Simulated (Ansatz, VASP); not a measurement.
## NaH in VASP and in Ansatz

```
CELL_PARAMETERS angstrom
0.00000 2.30146 2.44415
2.30146 0.00000 2.44415
2.30146 2.30146 0.00000
ATOMIC_POSITIONS crystal
Na 0.00000 0.00000 0.00000
H 0.50000 0.50000 0.50000
```

Alike in both runs: task single point; functional r2SCAN; k mesh 10 × 10 × 10; occupations fermi-dirac, width 0.2 eV; no spin polarisation.

```csv
,VASP,Ansatz
version,VASP 6.6.1,Ansatz 0.2.0
potentials or method,"VASP PAW PBE potentials, release 64 (Na_pv, H), cutoff 520 eV","scalar-relativistic, plane waves, PAW"
valence electrons in the cell,8,10
```

Ansatz gave:

- gap on the k mesh at the Fermi level (eV): 4.49
- least direct gap on the mesh (eV): 5.26
- pressure (GPa): 1.9
- traceless stress, the component that is largest in VASP (GPa): -1.83

Problem. What did VASP give for the same quantities?

Solution. gap on the k mesh at the Fermi level (eV): 4.50; least direct gap on the mesh (eV): 5.28; pressure (GPa): 1.7; traceless stress, the component that is largest in VASP (GPa): -1.92.

VASP's potentials were made for PBE, not for r2SCAN. VASP's potentials hold 8 valence electrons a cell and Ansatz's 10, so a difference there can come from the potentials and not from the codes.
